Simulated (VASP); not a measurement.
Ba:

```
Ba
1.0
    -2.50000    2.50000    2.50000
     2.50000   -2.50000    2.50000
     2.50000    2.50000   -2.50000
Ba
1
Direct
  0.00000 0.00000 0.00000
```

```yaml
Program: VASP 6.6.1
Task: relaxation of cell and atoms
Functional: LDA
Potentials_or_basis: VASP PAW LDA potentials, release 64 (Ba_sv)
Cutoff: 600 eV
k_mesh: 9 × 9 × 9
Occupations: fermi-dirac, width 0.1 eV
Spin: no spin polarisation
```

At the start: pressure -1.2 GPa; volume 62.50 Å³/atom.

Task: Where does the relaxation end?

Result: Over 4 steps the energy falls by 33.3 meV/atom and the volume is 54.21 Å³/atom (-13.3 %); space group Im-3m (No. 229, to 0.1 Å) before and after.

Step by step:
| step | energy change (eV) | largest force (eV/Å) | pressure (GPa) | volume (Å³) |
| --- | --- | --- | --- | --- |
| 1 | 0.0000 | 0.0000 | -1.18 | 62.50 |
| 2 | -0.0240 | 0.0000 | -0.69 | 58.43 |
| 3 | -0.0332 | 0.0000 | -0.09 | 54.72 |
| 4 | -0.0333 | 0.0000 | 0.01 | 54.21 |

Final structure:
```cif
data_structure
_symmetry_space_group_name_H-M 'P 1'
_symmetry_Int_Tables_number 1
_cell_length_a 4.1294
_cell_length_b 4.1294
_cell_length_c 4.1294
_cell_angle_alpha 109.471
_cell_angle_beta 109.471
_cell_angle_gamma 109.471
_cell_volume 54.21
loop_
_atom_site_label
_atom_site_type_symbol
_atom_site_fract_x
_atom_site_fract_y
_atom_site_fract_z
_atom_site_occupancy
Ba1 Ba 0.00000 0.00000 0.00000 1
```
